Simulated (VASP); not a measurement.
Set up this calculation in VASP 6.6.1, as the native input.

```
Task                   : single point
Functional             : LDA
Potentials or basis    : VASP PAW LDA potentials, release 64 (Y_sv, Sc_sv)
Cutoff                 : 520 eV
k mesh                 : 9 × 9 × 6
Occupations            : methfessel-paxton, width 0.1 eV
Spin                   : no spin polarisation
Dipole correction      : no
Further INCAR settings : ALGO = Normal; EDIFF = 1e-06; NBANDS = 18
```

The structure of YSc lies in POSCAR:

```
YSc
1.0
    3.5201658300      0.0000000000      0.0000000000
   -1.7600829100      3.0485530300      0.0000000000
    0.0000000000      0.0000000000      5.4041162200
Y Sc
1 1
Direct
    0.0000000000      0.0000000000      0.0000000000
    0.3333333333      0.6666666667      0.5000000000
```

The input as run:

INCAR

```
SYSTEM = YSc
ALGO     = Normal         ! electronic algorithm
EDIFF    = 1E-6           ! SCF threshold, eV
ENCUT    = 520            ! plane-wave cutoff, eV
GGA      = CA             ! functional
ISIF     = 2              ! what is computed and relaxed
ISMEAR   = 1              ! smearing method
LASPH    = .TRUE.         ! aspherical terms in the spheres
LCHARG   = .FALSE.        ! write CHGCAR
LREAL    = .FALSE.        ! projectors in reciprocal space
LWAVE    = .FALSE.        ! write WAVECAR
NBANDS   = 18             ! bands
NELM     = 100            ! most SCF steps
PREC     = Accurate       ! precision mode
SIGMA    = 0.1            ! smearing width, eV
```

KPOINTS

```
k-points
0
G
  9 9 6
  0 0 0
```

Potentials or basis: VASP PAW LDA potentials, release 64 (Y_sv, Sc_sv).

Command:

```bash
$ cat potpaw_LDA.64/Y_sv/POTCAR potpaw_LDA.64/Sc_sv/POTCAR > POTCAR
$ mpirun -np 1 vasp_std > vasp.out
```

Results of the run:

```yaml
Pressure: -4.5 GPa
Band_gap_on_the_k_mesh: zero (bands 11 and 12 overlap by 1.47 eV)
```

Caveat: the cell stands under tension.

Wall time 43 s on 1 thread of AMD EPYC 7R13 Processor (Zen 3), on a shared host, peak memory 0.18 GiB.
